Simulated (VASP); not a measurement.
# H2C2O3 in VASP: a series of runs

The runs below take H2C2O3 through single point, with PBEsol.

Everything below comes from runs of VASP 6.6.1. Logs are shortened: lines on timing, memory, paths and dates and some standing lists are left out, and cuts for length are marked.

## 1. The cell of the first run

The cell holds a disordered packing, 21 atoms: a = 7.133 Å, b = 7.133 Å, c = 7.133 Å, α = 90.00°, β = 90.00°, γ = 90.00°.

## 2. Single point, PBEsol

The input, INCAR:

```
ALGO = Normal
EDIFF = 1E-6
ENCUT = 520
GGA = PS
ISIF = 2
ISMEAR = -1
LASPH = T
LCHARG = T
LELF = T
LREAL = Auto
LVHAR = T
LWAVE = F
NBANDS = 58
NELM = 100
PREC = Accurate
SIGMA = 0.02
```

The input, KPOINTS:

```
k-points
0
Gamma
  1 1 1
```

The input, POSCAR:

```
H2C2O3
1.0
    7.1334920000      0.0000000000      0.0000000000
    0.0000000000      7.1334920000      0.0000000000
    0.0000000000      0.0000000000      7.1334920000
O C H
9 6 6
Direct
    0.7759313391      0.0688863182      0.7248203264
    0.8287806309      0.3102968364      0.9086012853
    0.6184768974      0.7117271597      0.1337353431
    0.7646185066      0.9652495580      0.2711294833
    0.0292843954      0.5801927023      0.0172005520
    0.2574475446      0.3866829878     -0.0504942040
   -0.0052428740      0.4948768429      0.4758118464
    1.2174261918      0.9767726662      0.2464991900
    0.6062809070      0.2572933424      0.4841107273
    0.8930128470      0.1657393041      0.8473129289
    0.6422801063      0.8615696212      0.2586671437
    0.1906499650      0.5277359251      0.0344151224
    0.0395598677      0.5150212547      0.6338690784
    1.1088258037      0.8630275327      0.2964186404
    0.5302732519      0.4025658121      0.4914283215
    0.6623824629      0.1521274574      0.7577354821
    1.0255426094      0.1143479238      0.9130871668
    0.7471936606      0.7127645198      0.0886942889
    0.5225070695      0.8593266804      0.3453147491
   -0.0361113463      0.4772977947     -0.0455176791
    0.2616110034      0.6232992201      0.1063995025
```

Potentials or basis: VASP PAW PBE potentials, release 64 (O, C, H).

The run is started by

```sh
$ cat potpaw_PBE.64/O/POTCAR potpaw_PBE.64/C/POTCAR potpaw_PBE.64/H/POTCAR > POTCAR
$ mpirun -np 1 vasp_gam > vasp.out
```

OUTCAR:

```text
EDIFF = 1E-6
   ENCUT = 520
   GGA = PS
   ISIF = 2
   ISMEAR = -1
   LASPH = T
   LREAL = Auto
   NELM = 100
   PREC = Accurate

 ion  position               nearest neighbor table
   1  0.776  0.069  0.725-  16 1.03  10 1.39
   2  0.829  0.310  0.909-  10 1.21
   3  0.618  0.712  0.134-  18 0.97  11 1.40
   4  0.765  0.965  0.271-  11 1.15
   5  0.029  0.580  0.017-  20 0.98  12 1.22
   6  0.257  0.387  0.950-  12 1.27
   7  0.995  0.495  0.476-  13 1.18
   8  0.217  0.977  0.246-  14 1.18
   9  0.606  0.257  0.484-  15 1.17
  10  0.893  0.166  0.847-  17 1.12   2 1.21   1 1.39
  11  0.642  0.862  0.259-  19 1.05   4 1.15   3 1.40
  12  0.191  0.528  0.034-  21 0.99   5 1.22   6 1.27
  13  0.040  0.515  0.634-   7 1.18
  14  0.109  0.863  0.296-   8 1.18
  15  0.530  0.403  0.491-   9 1.17
  16  0.662  0.152  0.758-   1 1.03
  17  0.026  0.114  0.913-  10 1.12
  18  0.747  0.713  0.089-   3 0.97
  19  0.523  0.859  0.345-  11 1.05
  20  0.964  0.477  0.954-   5 0.98
  21  0.262  0.623  0.106-  12 0.99

  LATTYP: Found a simple cubic cell.
 ALAT       =     7.1334920000

  Lattice vectors:

 A1 = (   7.1334920000,   0.0000000000,   0.0000000000)
 A2 = (   0.0000000000,   7.1334920000,   0.0000000000)
 A3 = (   0.0000000000,   0.0000000000,   7.1334920000)

Analysis of symmetry for initial positions (statically):
=====================================================================
 Subroutine PRICEL returns:
 Original cell was already a primitive cell.

 Routine SETGRP: Setting up the symmetry group for a
 simple cubic supercell.

 Subroutine GETGRP returns: Found  1 space group operations
 (whereof  1 operations were pure point group operations)
 out of a pool of 48 trial point group operations.

The static configuration has the point symmetry C_1 .

Analysis of symmetry for dynamics (positions and initial velocities):
=====================================================================
 Subroutine PRICEL returns:
 Original cell was already a primitive cell.

 Routine SETGRP: Setting up the symmetry group for a
 simple cubic supercell.

 Subroutine GETGRP returns: Found  1 space group operations
 (whereof  1 operations were pure point group operations)
 out of a pool of 48 trial point group operations.

The dynamic configuration has the point symmetry C_1 .

 Subroutine INISYM returns: Found  1 space group operations
 (whereof  1 operations are pure point group operations),
 and found     1 'primitive' translations

----------------------------------------------------------------------------------------

                                     Primitive cell

  volume of cell :     362.9999

  direct lattice vectors                    reciprocal lattice vectors
     7.133492000  0.000000000  0.000000000     0.140183798  0.000000000  0.000000000
     0.000000000  7.133492000  0.000000000     0.000000000  0.140183798  0.000000000
     0.000000000  0.000000000  7.133492000     0.000000000  0.000000000  0.140183798

  length of vectors
     7.133492000  7.133492000  7.133492000     0.140183798  0.140183798  0.140183798

  position of ions in fractional coordinates (direct lattice)
     0.775931339  0.068886318  0.724820326
     0.828780631  0.310296836  0.908601285
     0.618476897  0.711727160  0.133735343
     0.764618507  0.965249558  0.271129483
     0.029284395  0.580192702  0.017200552
     0.257447545  0.386682988  0.949505796
[... 13 lines left out ...]
     0.963888654  0.477297795  0.954482321
     0.261611003  0.623299220  0.106399502

  ion indices of the primitive-cell ions
   primitive index   ion index
                 1           1
                 2           2
                 3           3
                 4           4
                 5           5
                 6           6
[... 13 lines left out ...]
                20          20
                21          21

----------------------------------------------------------------------------------------

 KPOINTS: k-points

Automatic generation of k-mesh.
 Grid dimensions read from file:
 generate k-points for:    1    1    1

 Generating k-lattice:

  Cartesian coordinates                     Fractional coordinates (reciprocal lattice)
     0.140183798  0.000000000  0.000000000     1.000000000  0.000000000  0.000000000
     0.000000000  0.140183798  0.000000000     0.000000000  1.000000000  0.000000000
     0.000000000  0.000000000  0.140183798     0.000000000  0.000000000  1.000000000

  Length of vectors
     0.140183798  0.140183798  0.140183798

  Shift w.r.t. Gamma in fractional coordinates (k-lattice)
     0.000000000  0.000000000  0.000000000

 Subroutine IBZKPT returns following result:
 ===========================================

 Found      1 irreducible k-points:

 Following reciprocal coordinates:
            Coordinates               Weight
  0.000000  0.000000  0.000000      1.000000
   k-points           NKPTS =      1   k-points in BZ     NKDIM =      1   number of bands    NBANDS=     58
   number of dos      NEDOS =    301   number of ions     NIONS =     21
   total plane-waves  NPLWV = 157464
   dimension x,y,z NGX =    54 NGY =   54 NGZ =   54
   dimension x,y,z NGXF=   108 NGYF=  108 NGZF=  108
   ions per type =               9   6   6
   NGX,Y,Z   is equivalent  to a cutoff of  12.58, 12.58, 12.58 a.u.
   NGXF,Y,Z  is equivalent  to a cutoff of  25.17, 25.17, 25.17 a.u.
 SYSTEM =  unknown system
   PREC   = accura    normal or accurate (medium, high low for compatibility)
   ISTART =      0    job   : 0-new  1-cont  2-samecut
   ICHARG =      2    charge: 1-file 2-atom 10-const
   ISPIN  =      1    spin polarized calculation?
   LNONCOLLINEAR =      F non collinear calculations
   LSORBIT =      F    spin-orbit coupling
   LASPH  =      T    aspherical Exc in radial PAW
   ENCUT  =  520.0 eV  38.22 Ry    6.18 a.u.  13.26 13.26 13.26*2*pi/ulx,y,z
   NELM   =    100;   NELMIN=  2; NELMDL= -5     # of ELM steps
   EDIFF  = 0.1E-05   stopping-criterion for ELM
   LREAL  =      T    real-space projection
   EDIFFG = 0.1E-04   stopping-criterion for IOM
   NSW    =      0    number of steps for IOM
   IBRION =     -1    ionic relax: 0-MD 1-quasi-New 2-CG
   NFREE  =      0    steps in history (QN), initial steepest desc. (CG)
   ISIF   =      2    stress and relaxation
   ISYM   =      2    0-nonsym 1-usesym 2-fastsym
   POTIM  = 0.5000    time-step for ionic-motion
   TEBEG  =    0.0;   TEEND  =   0.0 temperature during run
   PSTRESS=    0.0 pullay stress
   NELECT =      84.0000    total number of electrons
   NUPDOWN=      -1.0000    fix difference up-down
   EMIN   =  10.00;   EMAX   =-10.00  energy-range for DOS
   EFERMI =   0.00;   METHOD = LEGACY
   ISMEAR =    -1;   SIGMA  =   0.02  broadening in eV -4-tet -1-fermi 0-gaus
   EFERMI_NEDOS =   21; number of points for ismear=-14 and -15
   IALGO  =     38    algorithm
   IMIX   =      4    mixing-type and parameters
     AMIX     =   0.40;   BMIX     =  1.00
     AMIX_MAG =   1.60;   BMIX_MAG =  1.00
  volume/ion in A,a.u.               =      17.29       116.65
  Fermi-wavevector in a.u.,A,eV,Ry     =   1.005076  1.899319 13.744314  1.010179
  Thomas-Fermi vector in A             =   2.137733
   LORBIT       =      0    0 simple, 1 ext, 2 COOP (PROOUT), +10 PAW based schemes
   GGA     = PS    functional components
   LHFCALC =     F    Hartree Fock is set to
   AEXX    =    0.0000 exact exchange contribution
   IVDW    =     0    specifies the selected vdW correction
   LEPSILON=     F    determine dielectric tensor
   LRPA    =     F    only Hartree local field effects (RPA)
 non-spin polarized calculation
  energy-cutoff  :      520.00
  volume of cell :      363.00
 maximum number of plane-waves:      4886
 NGX is ok and might be reduce to    54
   NGX = 27   NGY = 27   NGZ = 27

 number of electron      84.0000019 magnetization

 Free energy of the ion-electron system (eV)
  ---------------------------------------------------
  ext. energy  EPLUGINS =         0.00000000
  ---------------------------------------------------
  free energy    TOTEN  =      -135.55642038 eV

  energy without entropy =     -135.55642038  energy(sigma->0) =     -135.55642038

 E-fermi :  -2.3783     XC(G=0):  -6.2259

 val. band max:       -2.8748568471   @ k =   0.0000   0.0000   0.0000
 cond. band min:       0.5920987003   @ k =   0.0000   0.0000   0.0000
 fundamental gap:      3.4669555474
 Fermi energy:        -2.3782520502

 k-point     1 :       0.0000    0.0000    0.0000
  band No.  band energies     occupation
      1     -25.7853      2.00000
      2     -25.4735      2.00000
      3     -25.2510      2.00000
      4     -25.2311      2.00000
      5     -25.1643      2.00000
      6     -25.0414      2.00000
[... 46 lines left out ...]
     53       4.2652      0.00000
     54       4.4065      0.00000
 [bands above 54 left out]

------------------------ aborting loop because EDIFF is reached ----------------------------------------

  FORCE on cell =-STRESS in cart. coord.  units (eV):
  Direction    XX          YY          ZZ          XY          YZ          ZX
  --------------------------------------------------------------------------------------
  -------------------------------------------------------------------------------------
  Total       13.3474845      2.4898788     -1.2380480      2.1978649      0.8025582      0.7080919
  in kB       58.9119601     10.9896095     -5.4643879      9.7007439      3.5422613      3.1253141
  external PRESSURE =      21.4790606 kB  Pullay stress =       0.0000000 kB

 VOLUME and BASIS-vectors are now :
 -----------------------------------------------------------------------------
  energy-cutoff  :      520.00
  volume of cell :      363.00
      direct lattice vectors                 reciprocal lattice vectors
     7.133492000  0.000000000  0.000000000     0.140183798  0.000000000  0.000000000
     0.000000000  7.133492000  0.000000000     0.000000000  0.140183798  0.000000000
     0.000000000  0.000000000  7.133492000     0.000000000  0.000000000  0.140183798

 POSITION                                       TOTAL-FORCE (eV/Angst)
 -----------------------------------------------------------------------------------
      5.53510      0.49140      5.17050         0.899193      1.001426      2.485528
      5.91210      2.21350      6.48150        -0.426330      1.596152      0.509687
      4.41190      5.07710      0.95400         0.852862      1.503523      1.066454
      5.45440      6.88560      1.93410         4.906793      3.586516     -0.199641
      0.20890      4.13880      0.12270        -5.820132      2.558010      0.333323
      1.83650      2.75840      6.77329        -0.451051      1.218955      1.502487
[... 13 lines left out ...]
      6.87589      3.40480      6.80879        -1.458100     -1.083629     -0.724096
      1.86620      4.44630      0.75900         3.470658      2.764929      2.710899
 -----------------------------------------------------------------------------------
    total drift:                                0.004306     -0.016876     -0.013513

  FREE ENERGIE OF THE ION-ELECTRON SYSTEM (eV)
  ---------------------------------------------------
  free  energy   TOTEN  =      -135.5564203813 eV

  energy  without entropy=     -135.5564203813  energy(sigma->0) =     -135.55642038
```

It took 25 s on 1 thread of Intel Xeon 6975P-C (Granite Rapids), shared host; peak memory 0.37 GiB.

Results:

```yaml
Free_energy: -135.5564 eV
Pressure: 2.1 GPa
Largest_force: 7.836 eV/Å
```

Forces in eV/Å, atoms in the order of the input:
```
O    0.899  1.001  2.486
O   -0.426  1.596  0.510
O    0.853  1.504  1.066
O    4.907  3.587 -0.200
O   -5.820  2.558  0.333
O   -0.451  1.219  1.502
O    1.095  0.270  3.532
O   -2.066 -2.010  0.892
O   -1.736  2.900 -0.160
C   -1.148 -1.626 -0.424
C   -4.684 -4.498 -1.103
C    4.428 -5.538 -3.337
C   -1.048 -0.236 -3.941
C    2.123  2.161 -0.786
C    1.295 -2.463 -0.222
H    0.792 -1.102 -1.060
H   -0.050 -0.472 -1.198
H    0.677 -0.791 -1.118
H   -1.652  0.259  1.241
H   -1.458 -1.084 -0.724
H    3.471  2.765  2.711
```

Caveat: the k points lie up to 0.88 Å⁻¹ apart; the PAW data sets were made with another functional, which shifts forces and pressure a little.

## 3. Single point, PBEsol

The input, INCAR:

```
  PREC = Accurate
  ENCUT = 520
  EDIFF = 1E-6
  ISMEAR = -1
  SIGMA = 0.02
  LREAL = Auto
  LASPH = True
  NELM = 100
  ALGO = Normal
  ISIF = 2
  LWAVE = False
  LCHARG = False
  GGA = PS
  NBANDS = 58
```

The input, KPOINTS:

```
Automatic mesh
0
Gamma
  1 1 1
```

The input, POSCAR:

```
H2C2O3
1.0
    7.1334920000      0.0000000000      0.0000000000
    0.0000000000      7.1334920000      0.0000000000
    0.0000000000      0.0000000000      7.1334920000
O C H
9 6 6
Direct
    0.7647586904      0.0388869855      0.7482870942
    0.7814545807      0.2489103513      0.9717120311
    0.6850782198      0.6442426795      0.1268943738
    0.6701486453      0.9599646288      0.2240417456
    0.0617789997      0.5437449148      0.0884419580
    0.2707930422      0.3815522608     -0.0946941554
    0.0126165418      0.4557235082      0.5246799183
    1.1924594574      0.9342409019      0.2074019288
    0.5406047978      0.2140746776      0.4382846438
    0.8420279998      0.1747391039      0.8253881830
    0.6415090954      0.7877768700      0.2547840525
    0.2316397075      0.5100307115     -0.0022990143
   -0.0341347548      0.5221285732      0.6594105664
    1.1731841852      0.8330281999      0.3319271964
    0.5638472714      0.3793513752      0.4743539349
    0.6787138753      0.0026354554      0.8385514416
    0.9696373109      0.2194296987      0.7737865270
    0.8035054921      0.6702748107      0.0675125170
    0.6166545081      0.7393293495      0.3965238904
   -0.0186865002      0.4629289554     -0.0043456977
    0.3410531616      0.6118181670      0.0356627582
```

Potentials or basis: VASP PAW PBE potentials, release 64 (O, C, H).

The run is started by

```sh
$ cat potpaw_PBE.64/O/POTCAR potpaw_PBE.64/C/POTCAR potpaw_PBE.64/H/POTCAR > POTCAR
$ mpirun -np 1 vasp_gam > vasp.out
```

It took 25 s on 1 thread of Intel Xeon 6975P-C (Granite Rapids), shared host; peak memory 0.35 GiB.

Results (log left out):

```yaml
Free_energy: -135.5324 eV
Pressure: 0.8 GPa
Largest_force: 7.139 eV/Å
```

Forces in eV/Å, atoms in the order of the input:
```
O    0.332 -2.885 -3.901
O    0.548  0.169 -1.014
O   -1.770  0.744  2.052
O   -0.681 -4.027  0.031
O    0.072 -1.166 -2.908
O    0.116 -3.617 -3.005
O    0.693 -0.880 -2.103
O   -0.195 -0.765  1.014
O    0.722  6.897  1.697
C    0.095  3.501  4.530
C    2.614  3.125 -2.023
C   -0.278  3.513  3.728
C   -0.619  1.151  1.845
C    0.188  1.020 -0.932
C   -0.985 -6.645 -1.515
H   -2.959 -1.378  2.027
H    2.325  0.542 -1.490
H    0.814  0.498 -0.635
H   -0.900 -0.657  0.425
H   -0.123  0.274  1.832
H   -0.007  0.584  0.343
```

Stress tensor (GPa, compression positive):
```
 2.49  1.04 -1.04
 1.04 -1.50  0.56
-1.04  0.56  1.47
```

Levels at points of the mesh, in eV from the Fermi level:
```csv
k point,band 39,band 40,band 41,band 42,band 43,band 44,band 45,band 46
"(0.00, 0.00, 0.00)",-1.88,-1.03,-0.81,-0.52,3.18,3.45,3.67,3.73
```

Caveat: the k points lie up to 0.88 Å⁻¹ apart; the PAW data sets were made with another functional, which shifts forces and pressure a little.

(Continued in part 2 of 2.)
